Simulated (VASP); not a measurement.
A run of VASP 6.6.1:

File INCAR:

```
SYSTEM = Os
PREC = Accurate
ENCUT = 560
EDIFF = 1E-6
ISMEAR = -1
SIGMA = 0.05
LREAL = .FALSE.
LASPH = .TRUE.
NELM = 120
ALGO = Normal
ISIF = 2
LWAVE = .FALSE.
LCHARG = .TRUE.
LELF = .TRUE.
LVHAR = .TRUE.
NBANDS = 14
GGA_COMPAT = .FALSE.
```

The input KPOINTS:

```
regular mesh
0
G
  10 10 10
  0 0 0
```

File POSCAR:

```
Os
1.0
    0.0000000000      1.9021139362      1.9021139362
    1.9021139362      0.0000000000      1.9021139362
    1.9021139362      1.9021139362      0.0000000000
Os
1
Direct
    0.0000000000      0.0000000000      0.0000000000
```

Potentials or basis: VASP PAW LDA potentials, release 64 (Os_sv_GW).

Launch:

```console
$ cat potpaw_LDA.64/Os_sv_GW/POTCAR > POTCAR
$ mpirun -np 1 vasp_std > vasp.out
```

Hardware: 1 thread of Intel(R) Xeon(R) Platinum 8488C (Sapphire Rapids) (shared host).

Estimate the wall time of this run.

Wall time 9.3 s on 1 thread of Intel(R) Xeon(R) Platinum 8488C (Sapphire Rapids), with other jobs on the host, peak memory 0.14 GiB. Counts: scf iterations 11, k points 47.
